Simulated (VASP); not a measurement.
A run of VASP 6.6.1 is set up as follows.

Contents of INCAR:

```
PREC     = Accurate       # precision mode
ENCUT    = 520            # plane-wave cutoff, eV
EDIFF    = 1E-6           # SCF threshold, eV
ISMEAR   = -1             # smearing method
SIGMA    = 0.05           # smearing width, eV
LREAL    = False          # projectors in reciprocal space
LASPH    = True           # aspherical terms in the spheres
NELM     = 60             # most SCF steps
ALGO     = Normal         # electronic algorithm
ISIF     = 2              # what is computed and relaxed
LWAVE    = False          # write WAVECAR
LCHARG   = False          # write CHGCAR
GGA      = PS             # functional
NBANDS   = 12             # bands
```

File KPOINTS:

```
regular mesh
0
Gamma
  16 16 16
```

POSCAR

```
Ga
1.0
   -1.4298735320      1.4298735320      1.4298735320
    1.4298735320     -1.4298735320      1.4298735320
    1.4298735320      1.4298735320     -1.4298735320
Ga
1
Direct
    0.0000000000      0.0000000000      0.0000000000
```

Potentials or basis: VASP PAW PBE potentials, release 64 (Ga_d).

Launch:

```console
$ cat potpaw_PBE.64/Ga_d/POTCAR > POTCAR
$ mpirun -np 1 vasp_std > vasp.out
```

Estimate the pressure.

71.8 GPa.

Caveat: the PAW data sets were made with another functional, which shifts forces and pressure a little.
